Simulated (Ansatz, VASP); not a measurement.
# One calculation of HfZrSe3, two programs

```
Zr Hf Se
1.0
     5.08908    0.00000    0.00000
     0.00000    5.08908    0.00000
     0.00000    0.00000    5.08908
Zr Hf Se
1 1 3
Cartesian
  0.0000 0.0000 0.0000
  2.5445 2.5445 2.5445
  2.5445 2.5445 0.0000
  2.5445 0.0000 2.5445
  0.0000 2.5445 2.5445
```

Change from the starting cell: species swapped into the CsYbCl3 type (Pm-3m, No. 221).

Alike in both runs: functional PBE; k mesh 3 × 3 × 3; occupations gaussian, width 0.15 eV; no spin polarisation.

Ansatz relaxed the structure, and its values are those at the end. VASP's run is a single point on that final structure, the one shown.

```csv
,VASP,Ansatz
version,VASP 6.6.1,Ansatz 0.2.0
potentials or method,"VASP PAW PBE potentials, release 64 (Zr_sv, Hf_pv, Se), cutoff 500 eV","scalar-relativistic, plane waves, PAW"
valence electrons in the cell,40,86
```

```csv
,VASP,Ansatz,Ansatz less VASP
gap on the k mesh at the Fermi level (eV),none,none,-
pressure (GPa),-0.5,-0.4,+0.18
```

A gap of «none» marks a metal or a gap that the smearing closes. VASP's potentials hold 40 valence electrons a cell and Ansatz's 86, so a difference there can come from the potentials and not from the codes.

The k mesh is coarse, so the values compare programs but aren't converged. Spin-orbit coupling is off throughout.
